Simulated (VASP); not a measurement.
Input of a VASP 6.6.1 run:

The input INCAR:

```
SYSTEM = Cs2Ir3
PREC     = Accurate       ! precision mode
ENCUT    = 520            ! plane-wave cutoff, eV
EDIFF    = 1E-6           ! SCF threshold, eV
ISMEAR   = 0              ! smearing method
SIGMA    = 0.1            ! smearing width, eV
LREAL    = .False.        ! projectors in reciprocal space
LASPH    = .True.         ! aspherical terms in the spheres
NELM     = 80             ! most SCF steps
ALGO     = Normal         ! electronic algorithm
ISIF     = 2              ! what is computed and relaxed
LWAVE    = .False.        ! write WAVECAR
LCHARG   = .False.        ! write CHGCAR
GGA      = PE             ! functional
NBANDS   = 30             ! bands
```

The input KPOINTS:

```
Automatic mesh
0
Gamma
  6 6 2
  0 0 0
```

The input POSCAR:

```
Cs2Ir3
1.0
    4.7899687900      0.0000000000      0.0000000000
   -2.3949843900      4.1482346500      0.0000000000
    0.0000000000      0.0000000000      8.8191248100
Cs Ir
2 3
Direct
    0.0000000000      0.0000000000      0.2663251400
    0.0000000000      0.0000000000      0.7336748600
    0.3333333300      0.6666666700      0.0000000000
    0.6666666700      0.3333333300      0.0000000000
    0.0000000000      0.0000000000      0.0000000000
```

Potentials or basis: VASP PAW PBE potentials, release 64 (Cs_sv, Ir).

Run with:

```sh
$ cat potpaw_PBE.64/Cs_sv/POTCAR potpaw_PBE.64/Ir/POTCAR > POTCAR
$ mpirun -np 1 vasp_std > vasp.out
```

**Question.** Estimate the pressure.

**Answer.** 3.8 GPa.

**Question.** What does it give for the largest force?

**Answer.** 6.102 eV/Å.

Forces on the atoms (eV/Å):
```
Cs   0.000  0.000  6.102
Cs   0.000  0.000 -6.102
Ir   0.000  0.000  0.000
Ir   0.000  0.000  0.000
Ir   0.000  0.000  0.000
```

Caveat: forces of over 1 eV/Å act on the atoms, so gaps and moduli don't describe the material at rest.
